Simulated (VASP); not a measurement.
A run of VASP 6.6.1 is set up as follows.

Contents of INCAR:

```
  PREC = Accurate
  ENCUT = 520
  EDIFF = 1E-6
  ISMEAR = -1
  SIGMA = 0.1
  LREAL = F
  LASPH = T
  NELM = 100
  ALGO = Normal
  ISIF = 2
  LWAVE = F
  LCHARG = F
  GGA = B5
  ALDAX = 1.0
  AGGAX = 1.0
  AGGAC = 1.0
  ALDAC = 0.0
  NBANDS = 66
```

The input KPOINTS:

```
regular mesh
0
Gamma
  7 7 7
```

The input POSCAR:

```
Mo
1.0
    5.1068827995      0.0000000000      0.0000000000
    0.0000000000      5.1068827995      0.0000000000
    0.0000000000      0.0000000000      5.1068827995
Mo
8
Direct
    0.0000000000      1.0000000000      1.0000000000
    0.5000000000      0.5000000000      0.5000000000
    0.2500000000      0.0000000000      0.5000000000
    0.7500000000      1.0000000000      0.5000000000
    0.5000000000      0.2500000000      1.0000000000
    0.5000000000      0.7500000000      0.0000000000
    0.0000000000      0.5000000000      0.2500000000
    0.0000000000      0.5000000000      0.7500000000
```

Potentials or basis: VASP PAW PBE potentials, release 64 (Mo_sv).

Launch:

```bash
$ cat potpaw_PBE.64/Mo_sv/POTCAR > POTCAR
$ mpirun -np 1 vasp_std > vasp.out
```

Task: Estimate the pressure.

Result: 1.2 GPa.

Task: Predict the band gap on the k mesh.

Result: Zero (bands 56 and 57 overlap by 0.63 eV).

Caveat: the PAW data sets were made with another functional, which shifts forces and pressure a little.
